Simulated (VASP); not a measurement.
Input of a VASP 6.6.1 run:

Contents of INCAR:

```
SYSTEM = InP
PREC = Accurate
ENCUT = 600
EDIFF = 1E-7
ISMEAR = 0
SIGMA = 0.1
LREAL = .False.
LASPH = .True.
NELM = 60
ALGO = Normal
ISIF = 3
LWAVE = .False.
LCHARG = .False.
GGA = PE
IBRION = 2
NSW = 100
EDIFFG = -0.01
```

The input KPOINTS:

```
Automatic mesh
0
Gamma
  18 18 16
  0 0 0
```

The input POSCAR:

```
InP
1.0
    3.7925248355      0.0000000000      0.0000000000
   -1.8962624177      3.2844228520      0.0000000000
    0.0000000000      0.0000000000      3.5173591478
In P
1 1
Direct
    0.0000000000      0.0000000000      0.0000000000
    0.6666666667      0.3333333333      0.5000000000
```

Potentials or basis: VASP PAW PBE potentials, release 64 (In_d, P).

Launch:

```bash
$ cat potpaw_PBE.64/In_d/POTCAR potpaw_PBE.64/P/POTCAR > POTCAR
$ mpirun -np 1 vasp_std > vasp.out
```

Question: Estimate the band gap on the k mesh.

Answer: Zero (bands 9 and 10 overlap by 2.91 eV).

Question: Estimate the space group after relaxing (to 0.1 Å).

Answer: P-6m2 (No. 187).

Final structure:
```xyz
2
Lattice="3.8482 0.0000 0.0000 -1.9241 3.3326 0.0000 0.0000 0.0000 3.4427" Properties=species:S:1:pos:R:3 pbc="T T T"
In   -1.9241    3.3326    0.0000
P     1.9241    1.1109    1.7213
```

Caveat: spin-orbit coupling is left out, which moves the levels of the heavy elements.
